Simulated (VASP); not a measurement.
Set up this calculation in VASP 6.6.1, as the native input.

| Quantity | Value |
| --- | --- |
| Task | single point |
| Functional | PBE |
| Potentials or basis | VASP PAW PBE potentials, release 64 (La, Sn_d, O) |
| Cutoff | 520 eV |
| k mesh | 6 × 6 × 4 |
| Occupations | gaussian, width 0.1 eV |
| Spin | no spin polarisation |
| Dipole correction | no |
| Further INCAR settings | ALGO = Normal; EDIFF = 1e-07; NBANDS = 29 |

The structure of La2SnO lies in POSCAR:

```
La2SnO
1.0
    5.2261150200      0.0000000000      0.0000000000
   -2.6130575100      4.5259483700      0.0000000000
    0.0000000000      0.0000000000      5.0356032300
La Sn O
2 1 1
Direct
    0.3333333300      0.6666666700      0.5000000000
    0.6666666700      0.3333333300      0.5000000000
    0.0000000000      0.0000000000      0.0000000000
    0.0000000000      0.0000000000      0.5000000000
```

One way to write it, as run:

INCAR

```
  PREC = Accurate
  ENCUT = 520
  EDIFF = 1E-7
  ISMEAR = 0
  SIGMA = 0.1
  LREAL = False
  LASPH = True
  NELM = 80
  ALGO = Normal
  ISIF = 2
  LWAVE = False
  LCHARG = True
  GGA = PE
  LELF = True
  LVHAR = True
  NBANDS = 29
```

KPOINTS

```
Automatic mesh
0
Gamma
  6 6 4
```

Potentials or basis: VASP PAW PBE potentials, release 64 (La, Sn_d, O).

Command:

```console
$ cat potpaw_PBE.64/La/POTCAR potpaw_PBE.64/Sn_d/POTCAR potpaw_PBE.64/O/POTCAR > POTCAR
$ mpirun -np 1 vasp_std > vasp.out
```

Results of the run:

| Property | Result |
| --- | --- |
| Pressure | -6.9 GPa |
| Band gap on the k mesh | zero (band 21 reaches 6.97 eV, above the bottom of band 22 at 6.37 eV) |

Caveat: spin-orbit coupling is left out, which moves the levels of the heavy elements.

It took 49 s on 1 thread of Intel(R) Xeon(R) 6975P-C (Granite Rapids) (shared host), peak memory 0.29 GiB.
